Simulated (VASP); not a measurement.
Si, 2 atoms in the cell. The typed cell holds 2 atoms: a = 3.552 Å, b = 3.554 Å, c = 3.513 Å, α = 100.84°, β = 95.77°, γ = 137.93°.  This cell differs from its parent crystal: equal xy, yz and zx shear strains of -3 %.

```yaml
Program: VASP 6.6.1
Task: single point
Functional: LDA
Potentials_or_basis: VASP PAW LDA potentials, release 64 (Si)
Cutoff: 520 eV
k_mesh: 16 × 16 × 16
Occupations: fermi-dirac, width 0.05 eV
Spin: no spin polarisation
Dipole_correction: no
Further_INCAR_settings: ALGO = Normal; EDIFF = 1e-07; NBANDS = 11
```

Potentials or basis: VASP PAW LDA potentials, release 64 (Si).

Launch:

```console
$ cat potpaw_LDA.64/Si/POTCAR > POTCAR
$ mpirun -np 1 vasp_std > vasp.out
```

Hardware: 1 thread of Intel Xeon 8259CL (shared host).

**Question.** Estimate the wall time of this run.

**Answer.** Run time: 13 min on 1 thread of Intel Xeon 8259CL, with other jobs on the host, peak memory 0.55 GiB. Counts: scf iterations 12, k points 2052.
